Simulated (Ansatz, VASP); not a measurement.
# PbF2 in VASP and in Ansatz

```
CELL_PARAMETERS angstrom
0.00000 2.96985 2.96985
2.96985 0.00000 2.96985
2.96985 2.96985 0.00000
ATOMIC_POSITIONS crystal
Pb 0.00000 0.00000 0.00000
F 0.25000 0.25000 0.25000
F 0.75000 0.75000 0.75000
```

Alike in both runs: task relaxation of cell and atoms; functional LDA; k mesh 8 × 8 × 8; occupations gaussian, width 0.02 eV; no spin polarisation.

```csv
,VASP,Ansatz
version,VASP 6.6.1,Ansatz 0.2.0
potentials or method,"VASP PAW LDA potentials, release 64 (Pb_d, F), cutoff 600 eV","scalar-relativistic, plane waves, PAW"
valence electrons in the cell,28,28
```

Ansatz gave:

- gap on the k mesh at the Fermi level, each at its own relaxed structure (eV): 4.25
- relaxed volume (Å³/atom): 16.36
- relaxed cell length with the largest relative difference (Å): 4.110

Question: What did VASP give for the same quantities?

Answer: gap on the k mesh at the Fermi level, each at its own relaxed structure (eV): 4.20; relaxed volume (Å³/atom): 16.34; relaxed cell length with the largest relative difference (Å): 4.108.

LDA's correlation is that of Perdew and Zunger in VASP and of Perdew and Wang (1992) in Ansatz.

Spin-orbit coupling is off throughout.
